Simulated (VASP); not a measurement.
TePb: single point with r2SCAN

TePb:

```
Pb Te
1.0
     0.00000    3.38940    3.26784
     3.38940    0.00000    3.26784
     3.38940    3.38940    0.00000
Pb Te
1 1
Direct
  0.00000 0.00000 0.00000
  0.50000 0.50000 0.50000
```

This cell differs from its parent crystal: biaxial xy strain +3.7%.

- Program: VASP 6.6.1
- Task: single point
- Functional: r2SCAN
- Potentials or basis: VASP PAW PBE potentials, release 64 (Pb_d, Te)
- Cutoff: 520 eV
- k mesh: 8 × 8 × 8
- Occupations: gaussian, width 0.01 eV
- Spin: no spin polarisation
- Dipole correction: no
- Further INCAR settings: ALGO = Normal; EDIFF = 1e-06; NBANDS = 17

* Pressure: -2.5 GPa
* Band gap on the k mesh: 1.16 eV, direct

Stress tensor (GPa, compression positive):
```
-3.50  0.00  0.00
 0.00 -3.50  0.00
 0.00  0.00 -0.50
```

Levels at points of the mesh, in eV from the valence-band top:
| k point | band 6 | band 7 | band 8 | band 9 | band 10 | band 11 | band 12 | band 13 | band 14 | band 15 |
| --- | --- | --- | --- | --- | --- | --- | --- | --- | --- | --- |
| (0.00, 0.00, 0.00) | -11.68 | -5.93 | -1.34 | -0.98 | -0.98 | 3.93 | 3.93 | 4.74 | 6.34 | 6.34 |
| (0.50, 0.00, 0.00) | -10.43 | -8.40 | -0.74 | -0.68 | 0.00 | 1.16 | 1.59 | 1.74 | 8.76 | 9.35 |
| (0.50, 0.50, 0.00) | -10.12 | -7.52 | -3.95 | -2.42 | -2.42 | 3.93 | 5.31 | 5.31 | 6.88 | 10.28 |
| (0.50, 0.00, 0.50) | -10.33 | -7.29 | -3.85 | -2.55 | -2.16 | 4.05 | 5.04 | 5.90 | 6.34 | 10.10 |

Wall time 4.7 min on 1 thread of AMD EPYC 7R43 64-Core Processor (Zen 3), with other jobs on the host, peak memory 0.23 GiB.

Caveat: the cell differs from its parent crystal (biaxial xy strain +3.7%); the PAW data sets were made with another functional, which shifts forces and pressure a little; spin-orbit coupling is left out, which moves the levels of the heavy elements. A k mesh can miss the band edges.
